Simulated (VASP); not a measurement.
# PbSe (P4mm) in VASP: single point with PBE

Aim: the single point of PbSe with PBE.

All numbers are computed with VASP 6.6.1; they aren't measurements. Logs are shortened: lines on timing, memory, paths and dates and some standing lists are left out, and cuts for length are marked.

### 1 The cell of the first run

The structure is tetragonal, space group P4mm (No. 99). The conventional cell has a = 3.640 Å, b = 3.640 Å, c = 3.980 Å, α = 90.00°, β = 90.00°, γ = 90.00°. Pb (site symmetry 4mm) has 8 Se at 2.96 to 3.60 Å and 4 Pb at 3.64 Å within 3.9 Å. Within 3.9 Å of Se (site symmetry 4mm) lie 8 Pb at 2.96 to 3.60 Å and 4 Se at 3.64 Å.

### 2 Single point, PBE (strained and its atoms moved)

Input file INCAR:

```
SYSTEM = PbSe
ALGO     = Normal         ! electronic algorithm
EDIFF    = 1E-6           ! SCF threshold, eV
ENCUT    = 500            ! plane-wave cutoff, eV
GGA      = PE             ! functional
GGA_COMPAT= .FALSE.      
ISIF     = 2              ! what is computed and relaxed
ISMEAR   = 0              ! smearing method
LASPH    = .TRUE.         ! aspherical terms in the spheres
LCHARG   = .FALSE.        ! write CHGCAR
LREAL    = .FALSE.        ! projectors in reciprocal space
LWAVE    = .FALSE.        ! write WAVECAR
NBANDS   = 17             ! bands
NELM     = 120            ! most SCF steps
PREC     = Accurate       ! precision mode
SIGMA    = 0.1            ! smearing width, eV
```

Input file KPOINTS:

```
k-points
0
G
  10 10 10
  0 0 0
```

Input file POSCAR:

```
PbSe
1.0
    3.6396473699      0.0000000000      0.0000000000
    0.0000000000      3.6396473699      0.0000000000
    0.0000000000      0.0000000000      3.9802363499
Pb Se
1 1
Direct
    0.0000000000      0.0000000000      0.0660620317
    0.5000000000      0.5000000000      0.4339379683
```

Potentials or basis: VASP PAW PBE potentials, release 64 (Pb_d, Se).

Run with:

```bash
cat potpaw_PBE.64/Pb_d/POTCAR potpaw_PBE.64/Se/POTCAR > POTCAR
mpirun -np 1 vasp_std > vasp.out
```

OUTCAR:

```text
SYSTEM = PbSe
   EDIFF = 1E-6
   ENCUT = 500
   GGA = PE
   ISIF = 2
   ISMEAR = 0
   LASPH = .TRUE.
   LREAL = .FALSE.
   NELM = 120
   PREC = Accurate

 ion  position               nearest neighbor table
   1  0.000  0.000  0.066-   2 2.96   2 2.96   2 2.96   2 2.96
   2  0.500  0.500  0.434-   1 2.96   1 2.96   1 2.96   1 2.96

  LATTYP: Found a simple tetragonal cell.
 ALAT       =     3.6396473699
 C/A-ratio  =     1.0935774665

  Lattice vectors:

 A1 = (   3.6396473699,   0.0000000000,   0.0000000000)
 A2 = (   0.0000000000,   3.6396473699,   0.0000000000)
 A3 = (   0.0000000000,   0.0000000000,   3.9802363499)

Analysis of symmetry for initial positions (statically):
=====================================================================
 Subroutine PRICEL returns:
 Original cell was already a primitive cell.

 Routine SETGRP: Setting up the symmetry group for a
 simple tetragonal supercell.

 Subroutine GETGRP returns: Found  8 space group operations
 (whereof  8 operations were pure point group operations)
 out of a pool of 16 trial point group operations.

The static configuration has the point symmetry C_4v.

Analysis of symmetry for dynamics (positions and initial velocities):
=====================================================================
 Subroutine PRICEL returns:
 Original cell was already a primitive cell.

 Routine SETGRP: Setting up the symmetry group for a
 simple tetragonal supercell.

 Subroutine GETGRP returns: Found  8 space group operations
 (whereof  8 operations were pure point group operations)
 out of a pool of 16 trial point group operations.

The dynamic configuration has the point symmetry C_4v.

 Subroutine INISYM returns: Found  8 space group operations
 (whereof  8 operations are pure point group operations),
 and found     1 'primitive' translations

----------------------------------------------------------------------------------------

                                     Primitive cell

  volume of cell :      52.7263

  direct lattice vectors                    reciprocal lattice vectors
     3.639647370  0.000000000  0.000000000     0.274751892  0.000000000  0.000000000
     0.000000000  3.639647370  0.000000000     0.000000000  0.274751892  0.000000000
     0.000000000  0.000000000  3.980236350     0.000000000  0.000000000  0.251241362

  length of vectors
     3.639647370  3.639647370  3.980236350     0.274751892  0.274751892  0.251241362

  position of ions in fractional coordinates (direct lattice)
     0.000000000  0.000000000  0.066062032
     0.500000000  0.500000000  0.433937968

  ion indices of the primitive-cell ions
   primitive index   ion index
                 1           1
                 2           2

----------------------------------------------------------------------------------------

 KPOINTS: k-points

Automatic generation of k-mesh.
 Grid dimensions read from file:
 generate k-points for:   10   10   10

 Generating k-lattice:

  Cartesian coordinates                     Fractional coordinates (reciprocal lattice)
     0.027475189  0.000000000  0.000000000     0.100000000  0.000000000  0.000000000
     0.000000000  0.027475189  0.000000000     0.000000000  0.100000000  0.000000000
     0.000000000  0.000000000  0.025124136     0.000000000  0.000000000  0.100000000

  Length of vectors
     0.027475189  0.027475189  0.025124136

  Shift w.r.t. Gamma in fractional coordinates (k-lattice)
     0.000000000  0.000000000  0.000000000

 Subroutine IBZKPT returns following result:
 ===========================================

 Found    126 irreducible k-points:

 Following reciprocal coordinates:
            Coordinates               Weight
  0.000000  0.000000  0.000000      1.000000
  0.100000  0.000000  0.000000      4.000000
  0.200000  0.000000  0.000000      4.000000
  0.300000  0.000000  0.000000      4.000000
  0.400000  0.000000  0.000000      4.000000
  0.500000  0.000000  0.000000      2.000000
[... 16 lines left out ...]
  0.100000  0.000000  0.100000      8.000000
  0.200000  0.000000  0.100000      8.000000
 [... further k-points ...]
   k-points           NKPTS =    126   k-points in BZ     NKDIM =    126   number of bands    NBANDS=     17
   number of dos      NEDOS =    301   number of ions     NIONS =      2
   total plane-waves  NPLWV =  23520
   dimension x,y,z NGX =    28 NGY =   28 NGZ =   30
   dimension x,y,z NGXF=    56 NGYF=   56 NGZF=   60
   ions per type =               1   1
   NGX,Y,Z   is equivalent  to a cutoff of  12.79, 12.79, 12.53 a.u.
   NGXF,Y,Z  is equivalent  to a cutoff of  25.58, 25.58, 25.06 a.u.
 SYSTEM =  PbSe
   PREC   = accura    normal or accurate (medium, high low for compatibility)
   ISTART =      0    job   : 0-new  1-cont  2-samecut
   ICHARG =      2    charge: 1-file 2-atom 10-const
   ISPIN  =      1    spin polarized calculation?
   LNONCOLLINEAR =      F non collinear calculations
   LSORBIT =      F    spin-orbit coupling
   LASPH  =      T    aspherical Exc in radial PAW
   ENCUT  =  500.0 eV  36.75 Ry    6.06 a.u.   6.64  6.64  7.26*2*pi/ulx,y,z
   NELM   =    120;   NELMIN=  2; NELMDL= -5     # of ELM steps
   EDIFF  = 0.1E-05   stopping-criterion for ELM
   LREAL  =      F    real-space projection
   EDIFFG = 0.1E-04   stopping-criterion for IOM
   NSW    =      0    number of steps for IOM
   IBRION =     -1    ionic relax: 0-MD 1-quasi-New 2-CG
   NFREE  =      0    steps in history (QN), initial steepest desc. (CG)
   ISIF   =      2    stress and relaxation
   ISYM   =      2    0-nonsym 1-usesym 2-fastsym
   POTIM  = 0.5000    time-step for ionic-motion
   TEBEG  =    0.0;   TEEND  =   0.0 temperature during run
   PSTRESS=    0.0 pullay stress
   NELECT =      20.0000    total number of electrons
   NUPDOWN=      -1.0000    fix difference up-down
   EMIN   =  10.00;   EMAX   =-10.00  energy-range for DOS
   EFERMI =   0.00;   METHOD = LEGACY
   ISMEAR =     0;   SIGMA  =   0.10  broadening in eV -4-tet -1-fermi 0-gaus
   EFERMI_NEDOS =   21; number of points for ismear=-14 and -15
   IALGO  =     38    algorithm
   IMIX   =      4    mixing-type and parameters
     AMIX     =   0.40;   BMIX     =  1.00
     AMIX_MAG =   1.60;   BMIX_MAG =  1.00
  volume/ion in A,a.u.               =      26.36       177.91
  Fermi-wavevector in a.u.,A,eV,Ry     =   1.185065  2.239449 19.107752  1.404380
  Thomas-Fermi vector in A             =   2.321267
   LORBIT       =      0    0 simple, 1 ext, 2 COOP (PROOUT), +10 PAW based schemes
   GGA     = PE    functional components
   LHFCALC =     F    Hartree Fock is set to
   AEXX    =    0.0000 exact exchange contribution
   IVDW    =     0    specifies the selected vdW correction
   LEPSILON=     F    determine dielectric tensor
   LRPA    =     F    only Hartree local field effects (RPA)
 non-spin polarized calculation
 Gauss-broadening in eV      SIGMA  =   0.10
  energy-cutoff  :      500.00
  volume of cell :       52.73
 maximum number of plane-waves:      1364
 NGX is ok and might be reduce to    28
   NGX = 13   NGY = 13   NGZ = 15

 number of electron      19.9999996 magnetization

 Free energy of the ion-electron system (eV)
  ---------------------------------------------------
  ext. energy  EPLUGINS =         0.00000000
  ---------------------------------------------------
  free energy    TOTEN  =        -7.69218740 eV

  energy without entropy =       -7.68900287  energy(sigma->0) =       -7.69059514

 E-fermi :   5.6801     XC(G=0): -10.0020

 val. band max:        5.6613170550   @ k =   0.1000   0.0000   0.5000
 cond. band min:       5.7017079743   @ k =   0.1000   0.1000   0.3000
 fundamental gap:      0.0403909193
 Fermi energy:         5.6801473592

 k-point     1 :       0.0000    0.0000    0.0000
  band No.  band energies     occupation
      1     -11.2354      2.00000
      2     -11.1947      2.00000
      3     -11.0544      2.00000
      4     -11.0544      2.00000
      5     -11.0269      2.00000
      6      -8.0492      2.00000
[... 9 lines left out ...]
     16      16.6035      0.00000
     17      17.8173      0.00000

 k-point     2 :       0.1000    0.0000    0.0000
  band No.  band energies     occupation
      1     -11.2247      2.00000
      2     -11.1875      2.00000
      3     -11.0632      2.00000
      4     -11.0538      2.00000
      5     -11.0333      2.00000
      6      -7.9594      2.00000
[... 9 lines left out ...]
     16      17.0730      0.00000
     17      17.5244      0.00000

 k-point     3 :       0.2000    0.0000    0.0000
  band No.  band energies     occupation
      1     -11.2094      2.00000
      2     -11.1561      2.00000
      3     -11.0855      2.00000
      4     -11.0549      2.00000
      5     -11.0472      2.00000
      6      -7.7010      2.00000
[... 9 lines left out ...]
     16      16.6001      0.00000
     17      17.5902      0.00000

 k-point     4 :       0.3000    0.0000    0.0000
  band No.  band energies     occupation
      1     -11.2015      2.00000
      2     -11.1187      2.00000
      3     -11.1005      2.00000
      4     -11.0723      2.00000
      5     -11.0481      2.00000
      6      -7.3150      2.00000
[... 9 lines left out ...]
     16      15.8436      0.00000
     17      17.8927      0.00000
[... 343 lines left out ...]
      1     -11.2350      2.00000
      2     -11.1886      2.00000
      3     -11.0568      2.00000
      4     -11.0568      2.00000
      5     -11.0268      2.00000
      6      -7.9938      2.00000
[... 9 lines left out ...]
     16      17.4441      0.00000
     17      17.8749      0.00000

 k-point    23 :       0.1000    0.0000    0.1000
  band No.  band energies     occupation
      1     -11.2241      2.00000
      2     -11.1815      2.00000
      3     -11.0661      2.00000
      4     -11.0562      2.00000
      5     -11.0331      2.00000
      6      -7.9043      2.00000
[... 9 lines left out ...]
     16      16.8334      0.00000
     17      17.4490      0.00000

 k-point    24 :       0.2000    0.0000    0.1000
  band No.  band energies     occupation
      1     -11.2074      2.00000
      2     -11.1515      2.00000
      3     -11.0894      2.00000
      4     -11.0563      2.00000
      5     -11.0478      2.00000
      6      -7.6470      2.00000
[... 9 lines left out ...]
     16      16.5058      0.00000
     17      17.0673      0.00000

 [... further k-points ...]

------------------------ aborting loop because EDIFF is reached ----------------------------------------

  FORCE on cell =-STRESS in cart. coord.  units (eV):
  Direction    XX          YY          ZZ          XY          YZ          ZX
  --------------------------------------------------------------------------------------
  -------------------------------------------------------------------------------------
  Total        2.1575708      2.1575708      0.9804631      0.0000000      0.0000000      0.0000000
  in kB       65.5613918     65.5613918     29.7930093      0.0000000      0.0000000      0.0000000
  external PRESSURE =      53.6385976 kB  Pullay stress =       0.0000000 kB

 VOLUME and BASIS-vectors are now :
 -----------------------------------------------------------------------------
  energy-cutoff  :      500.00
  volume of cell :       52.73
      direct lattice vectors                 reciprocal lattice vectors
     3.639647370  0.000000000  0.000000000     0.274751892  0.000000000  0.000000000
     0.000000000  3.639647370  0.000000000     0.000000000  0.274751892  0.000000000
     0.000000000  0.000000000  3.980236350     0.000000000  0.000000000  0.251241362

 POSITION                                       TOTAL-FORCE (eV/Angst)
 -----------------------------------------------------------------------------------
      0.00000      0.00000      0.26294         0.000000      0.000000     -0.229558
      1.81982      1.81982      1.72718        -0.000000     -0.000000      0.229558
 -----------------------------------------------------------------------------------
    total drift:                               -0.000000      0.000000     -0.000664

  FREE ENERGIE OF THE ION-ELECTRON SYSTEM (eV)
  ---------------------------------------------------
  free  energy   TOTEN  =        -7.6921873979 eV

  energy  without entropy=       -7.6890028744  energy(sigma->0) =       -7.69059514
```

Run time: 62 s. Hardware: 1 thread of Intel Xeon Platinum 8259CL at 2.50GHz (Skylake/Cascade Lake), shared host; peak memory 0.24 GiB.

What came out:

```yaml
Free_energy: -7.6922 eV
Pressure: 5.4 GPa
Largest_force: 0.230 eV/Å
Band_gap_on_the_k_mesh: zero (band 10 reaches 5.70 eV, above the bottom of band 11 at 5.21 eV)
```

Forces on the atoms (eV/Å):
```
Pb   0.000  0.000 -0.230
Se   0.000  0.000  0.230
```

Stress tensor (GPa, compression positive):
```
6.56 0.00 0.00
0.00 6.56 0.00
0.00 0.00 2.98
```

Caveat: the cell differs from its parent crystal (strained and its atoms moved); spin-orbit coupling is left out, which moves the levels of the heavy elements.
